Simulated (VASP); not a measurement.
Input of a VASP 6.6.1 run:

INCAR

```
SYSTEM = PtPbS3
  PREC = Accurate
  ENCUT = 600
  EDIFF = 1E-6
  ISMEAR = 0
  SIGMA = 0.1
  LREAL = .False.
  LASPH = .True.
  NELM = 100
  ALGO = Normal
  ISIF = 3
  LWAVE = .False.
  LCHARG = .False.
  GGA = PE
  IBRION = 2
  NSW = 100
  EDIFFG = -0.01
```

Contents of KPOINTS:

```
regular mesh
0
Gamma
  8 8 8
  0 0 0
```

File POSCAR:

```
PtPbS3
1.0
    4.7855606113      0.0000000000      0.0000000000
    0.0000000000      4.7855606113      0.0000000000
    0.0000000000      0.0000000000      4.7855606113
Pt Pb S
1 1 3
Direct
    0.0000000000      0.0000000000      0.0000000000
    0.5000000000      0.5000000000      0.5000000000
    0.5000000000      0.0000000000      0.0000000000
    0.0000000000      0.5000000000      0.0000000000
    0.0000000000      0.0000000000      0.5000000000
```

Potentials or basis: VASP PAW PBE potentials, release 64 (Pt, Pb_d, S).

The run is started by

```sh
$ cat potpaw_PBE.64/Pt/POTCAR potpaw_PBE.64/Pb_d/POTCAR potpaw_PBE.64/S/POTCAR > POTCAR
$ mpirun -np 1 vasp_std > vasp.out
```

**Question.** Predict the band gap on the k mesh.

**Answer.** Zero (band 21 reaches 5.76 eV, above the bottom of band 22 at 4.60 eV).

Final structure:
```cif
data_structure
_symmetry_space_group_name_H-M 'P 1'
_symmetry_Int_Tables_number 1
_cell_length_a 4.7856
_cell_length_b 4.7856
_cell_length_c 4.7856
_cell_angle_alpha 90.000
_cell_angle_beta 90.000
_cell_angle_gamma 90.000
_cell_volume 109.60
loop_
_atom_site_label
_atom_site_type_symbol
_atom_site_fract_x
_atom_site_fract_y
_atom_site_fract_z
_atom_site_occupancy
Pt1 Pt 0.00000 0.00000 0.00000 1
Pb1 Pb 0.50000 0.50000 0.50000 1
S1 S 0.50000 0.00000 0.00000 1
S2 S 0.00000 0.50000 0.00000 1
S3 S 0.00000 0.00000 0.50000 1
```

Caveat: the relaxation stopped at its first step, so nothing moved; spin-orbit coupling is left out, which moves the levels of the heavy elements.
